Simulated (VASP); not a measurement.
A run of VASP 6.6.1:

INCAR

```
PREC = Accurate ; ENCUT = 520
EDIFF = 1E-8 ; ISMEAR = -1
SIGMA = 0.05 ; LREAL = F
LASPH = T ; NELM = 100
ALGO = Normal ; ISIF = 2
LWAVE = F ; LCHARG = F
GGA = PE ; LEFG = T
NBANDS = 8
```

The input KPOINTS:

```
regular mesh
0
Gamma
  19 19 19
```

Contents of POSCAR:

```
Sb
1.0
   -1.5501500000      1.5501500000      2.4800000000
    1.5501500000     -1.5501500000      2.4800000000
    1.5501500000      1.5501500000     -2.4800000000
Sb
1
Direct
    0.0000000000      0.0000000000      0.0000000000
```

Potentials or basis: VASP PAW PBE potentials, release 64 (Sb).

Run with:

```bash
$ cat potpaw_PBE.64/Sb/POTCAR > POTCAR
$ mpirun -np 1 vasp_std > vasp.out
```

Hardware: 1 thread of Intel(R) Xeon(R) 6975P-C (Granite Rapids), on a shared host.

Estimate the wall time of this run.

Wall time 64 s on 1 thread of Intel(R) Xeon(R) 6975P-C (Granite Rapids) (shared host), peak memory 0.24 GiB. Counts: scf iterations 12, k points 550.
